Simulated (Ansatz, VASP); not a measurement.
## Co in VASP and in Ansatz

```
CELL_PARAMETERS angstrom
0.00000 1.73487 1.73487
1.73487 0.00000 1.73487
1.73487 1.73487 0.00000
ATOMIC_POSITIONS crystal
Co 0.00000 0.00000 0.00000
```

Alike in both runs: task single point; functional PBEsol; k mesh 17 × 17 × 17; occupations fermi-dirac, width 0.05 eV; collinear spin.

|  | VASP | Ansatz |
| --- | --- | --- |
| version | VASP 6.6.1 | Ansatz 0.2.0 |
| potentials or method | VASP PAW PBE potentials, release 64 (Co), cutoff 520 eV | plane waves (420 eV) with PAW, scalar-relativistic |
| valence electrons in the cell | 9 | 17 |

```csv
,VASP,Ansatz,Ansatz less VASP
pressure (GPa),-1.0,0.0,+1.02
net moment per atom (μB),1.63,1.64,+0.013
size of the moment on the site where the two differ most (μB),1.63,1.70,+0.064
```

VASP's potentials were made for PBE, not for PBEsol, and Ansatz warns of the same on its side. Site moments also hang on the region over which each program counts them. VASP's potentials hold 9 valence electrons a cell and Ansatz's 17, so a difference there can come from the potentials and not from the codes.
